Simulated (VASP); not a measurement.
Set up this calculation in VASP 6.6.1, as the native input.

- Task: single point
- Functional: PBE
- Potentials or basis: VASP PAW PBE potentials, release 64 (Li_sv, S)
- Cutoff: 750 eV
- k mesh: 4 × 4 × 4
- Occupations: tetrahedron
- Spin: no spin polarisation
- Dipole correction: no
- Further INCAR settings: ALGO = Normal; EDIFF = 1e-06; NBANDS = 13

The structure of Li2S lies in POSCAR:

```
Li2S
1.0
    0.0000000000      2.8351678429      2.8351678429
    2.8351678429      0.0000000000      2.8351678429
    2.8351678429      2.8351678429      0.0000000000
Li S
2 1
Direct
    0.7500000000      0.7500000000      0.7500000000
    0.2500000000      0.2500000000      0.2500000000
    0.0000000000      0.0000000000      0.0000000000
```

The input as run:

INCAR

```
ALGO = Normal ; EDIFF = 1E-6
ENCUT = 750 ; GGA = PE
GGA_COMPAT = F ; ISIF = 2
ISMEAR = -5 ; LASPH = T
LCHARG = F ; LREAL = F
LWAVE = F ; NBANDS = 13
NELM = 120 ; PREC = Accurate
SIGMA = 0.1
```

KPOINTS

```
k-points
0
Gamma
  4 4 4
```

Potentials or basis: VASP PAW PBE potentials, release 64 (Li_sv, S).

Launch:

```sh
$ cat potpaw_PBE.64/Li_sv/POTCAR potpaw_PBE.64/S/POTCAR > POTCAR
$ mpirun -np 1 vasp_std > vasp.out
```

Results of the run:

The pressure is 0.6 GPa. The band gap on the k mesh is 3.37 eV (least direct gap 4.34 eV).

Caveat: the k points lie up to 0.48 Å⁻¹ apart.

It took 11 s on 1 thread of Intel(R) Xeon(R) Platinum 8375C CPU @ 2.90GHz (Ice Lake), with other jobs on the host, peak memory 0.19 GiB.
